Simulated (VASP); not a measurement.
Write the native input for VASP 6.6.1 that does the following.

- Task: single point
- Functional: PBE
- Potentials or basis: VASP PAW PBE potentials, release 64 (Re, Bi_d)
- Cutoff: 520 eV
- k mesh: 11 × 11 × 11
- Occupations: fermi-dirac, width 0.05 eV
- Spin: no spin polarisation
- Dipole correction: no
- Further INCAR settings: ALGO = Normal; EDIFF = 1e-06; NBANDS = 18

The structure of ReBi (CsCl type) lies in POSCAR:

```
ReBi
1.0
    3.1523333882      0.0000000000      0.0000000000
    0.0000000000      3.1523333882      0.0000000000
    0.0000000000      0.0000000000      3.1523333882
Re Bi
1 1
Direct
    0.0000000000      0.0000000000      0.0000000000
    0.5000000000      0.5000000000      0.5000000000
```

This cell differs from its parent crystal: volume scaled by 0.8.

These files were run (other wordings do the same):

INCAR

```
ALGO = Normal
EDIFF = 1E-6
ENCUT = 520
GGA = PE
ISIF = 2
ISMEAR = -1
LASPH = T
LCHARG = F
LREAL = F
LWAVE = F
NBANDS = 18
NELM = 60
PREC = Accurate
SIGMA = 0.05
```

KPOINTS

```
k-points
0
Gamma
  11 11 11
```

Potentials or basis: VASP PAW PBE potentials, release 64 (Re, Bi_d).

Run with:

```sh
$ cat potpaw_PBE.64/Re/POTCAR potpaw_PBE.64/Bi_d/POTCAR > POTCAR
$ mpirun -np 1 vasp_std > vasp.out
```

Results of the run:

```yaml
Pressure: 61.5 GPa
Band_gap_on_the_k_mesh: zero (band 11 reaches 14.73 eV, above the bottom of band 12 at 12.91 eV)
```

Caveat: spin-orbit coupling is left out, which moves the levels of the heavy elements.

Run time: 60 s on 1 thread of AMD EPYC 7R13, with other jobs on the host, peak memory 0.13 GiB.
